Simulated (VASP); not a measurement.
Write the native input for VASP 6.6.1 that does the following.

```
Task                   : single point
Functional             : PBE
Potentials or basis    : VASP PAW PBE potentials, release 64 (Ga_d, Sn_d, S)
Cutoff                 : 520 eV
k mesh                 : 4 × 4 × 4
Occupations            : gaussian, width 0.2 eV
Spin                   : no spin polarisation
Dipole correction      : no
Further INCAR settings : ALGO = Normal; EDIFF = 1e-07; NBANDS = 54
```

The structure of GaSn4S3 lies in POSCAR:

```
GaSn4S3
1.0
    5.7919478531      0.0000000000      0.0000000000
    0.0000000000      5.7919478531      0.0000000000
    0.0000000000      0.0000000000      5.7919478531
Ga Sn S
1 4 3
Direct
    1.0000000000      0.0000000000      0.0000000000
    0.5000000000      1.0000000000      0.0000000000
    0.5000000000      0.5000000000      0.5000000000
    0.0000000000      0.5000000000      0.0000000000
    1.0000000000      0.0000000000      0.5000000000
    0.5000000000      0.0000000000      0.5000000000
    0.5000000000      0.5000000000      0.0000000000
    0.0000000000      0.5000000000      0.5000000000
```

One way to write it, as run:

INCAR

```
PREC = Accurate ; ENCUT = 520
EDIFF = 1E-7 ; ISMEAR = 0
SIGMA = 0.2 ; LREAL = False
LASPH = True ; NELM = 60
ALGO = Normal ; ISIF = 2
LWAVE = False ; LCHARG = False
GGA = PE ; NBANDS = 54
```

KPOINTS

```
regular mesh
0
Gamma
  4 4 4
```

Potentials or basis: VASP PAW PBE potentials, release 64 (Ga_d, Sn_d, S).

Command:

```console
$ cat potpaw_PBE.64/Ga_d/POTCAR potpaw_PBE.64/Sn_d/POTCAR potpaw_PBE.64/S/POTCAR > POTCAR
$ mpirun -np 1 vasp_std > vasp.out
```

It gave:

```
Pressure : -0.1 GPa
```

Wall time 93 s on 1 thread of Intel(R) Xeon(R) Platinum 8375C CPU @ 2.90GHz (Ice Lake), with other jobs on the host, peak memory 0.36 GiB.
